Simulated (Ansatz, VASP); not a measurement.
One calculation of Si, two programs

POSCAR

```
Si
1.0
    2.5632758802      0.0000000000      0.0000000000
   -1.2816379401      2.2198620292      0.0000000000
    0.0000000000      0.0000000000      2.3691091189
Si
1
Direct
    0.0000000000      0.0000000000      0.0000000000
```

Contents of INCAR.step1:

```
SYSTEM = Si
PREC = Accurate
ENCUT = 520
ISMEAR = 0
SIGMA = 0.15
LREAL = .FALSE.
LASPH = .TRUE.
NELM = 60
NBANDS = 8
GGA = PE
ALGO = Normal
EDIFF = 1E-4
LWAVE = .TRUE.
LCHARG = .FALSE.
```

File INCAR.step2:

```
SYSTEM = Si
PREC = Accurate
ENCUT = 520
EDIFF = 1E-6
ISMEAR = 0
SIGMA = 0.15
LREAL = .FALSE.
LASPH = .TRUE.
NELM = 60
ALGO = Normal
ISIF = 2
LWAVE = .FALSE.
LCHARG = .FALSE.
METAGGA = R2SCAN
LMIXTAU = .TRUE.
NBANDS = 8
ISTART = 1
```

Contents of KPOINTS:

```
regular mesh
0
G
  24 24 24
  0 0 0
```

Input for Ansatz:

```yaml
crystal:
  lattice:
    - [2.5632758802, 0.0, 0.0]
    - [-1.2816379401, 2.2198620292, 0.0]
    - [0.0, 0.0, 2.3691091189]
  atoms:
    - { symbol: Si, position: [0.0, 0.0, 0.0] }
basis:
  ecutwfc: 500
kpoints:
  mp_grid: { grid: [24, 24, 24] }
hamiltonian:
  xc: r2scan
scf:
  occupations: { method: gaussian, width: 0.15 }
output:
  forces: true
  stress: true
  eigenvalues: true
```

Change from the starting cell: strain -0.025 along x and y, -0.050 along z, atoms carried along.

Alike in both runs: task single point; functional r2SCAN; k mesh 24 × 24 × 24; occupations gaussian, width 0.15 eV; no spin polarisation.

|  | VASP | Ansatz |
| --- | --- | --- |
| version | VASP 6.6.1 | Ansatz 0.2.0 |
| potentials or method | VASP PAW PBE potentials, release 64 (Si), cutoff 520 eV | scalar-relativistic, plane waves, PAW |
| valence electrons in the cell | 4 | 4 |

|  | VASP | Ansatz | Ansatz less VASP |
| --- | --- | --- | --- |
| gap on the k mesh at the Fermi level (eV) | none | none | - |
| pressure (GPa) | 14.8 | 14.9 | +0.11 |
| traceless stress, the component that is largest in VASP (GPa) | 4.98 | 5.10 | +0.118 |

VASP's potentials were made for PBE, not for r2SCAN. A gap of «none» marks a metal or a gap that the smearing closes. With one functional, cell and mesh, what is left measures potentials, basis and numerics.
